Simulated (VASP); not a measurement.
## AlRu: single point with PBE

Crystal: AlRu.

```
CELL_PARAMETERS angstrom
2.78523 0.00000 0.00000
0.00000 2.78523 0.00000
0.00000 0.00000 2.78523
ATOMIC_POSITIONS crystal
Al 0.50000 0.50000 0.50000
Ru 0.00000 0.00000 0.00000
```

```json
{
  "Program": "VASP 6.6.1",
  "Task": "single point",
  "Functional": "PBE",
  "Potentials or basis": "VASP PAW PBE potentials, release 64 (Al, Ru_pv)",
  "Cutoff": "500 eV",
  "k mesh": "6 × 6 × 6",
  "Occupations": "gaussian, width 0.1 eV",
  "Spin": "no spin polarisation"
}
```

```yaml
Pressure: 76.0 GPa
```

Levels at points of the mesh, in eV from the Fermi level:
```
           k point  band 5  band 6  band 7  band 8  band 9  band 10  band 11  band 12
(0.00, 0.00, 0.00)   -4.72   -4.72    0.43    0.43    0.43     7.41     7.41     7.41
(0.50, 0.00, 0.00)   -5.62   -3.63   -1.95   -1.95    0.80     3.42     7.36    12.28
(0.50, 0.50, 0.00)   -3.84   -1.48   -1.48   -1.25   -1.25     2.34     7.13     8.87
(0.50, 0.50, 0.50)   -5.81   -5.81    2.48    2.48    4.13     4.97     4.97     4.97
```

It took 12 s on 1 thread of Intel Xeon 8259CL, with other jobs on the host, peak memory 0.13 GiB.

Caveat: the k points lie up to 0.38 Å⁻¹ apart.
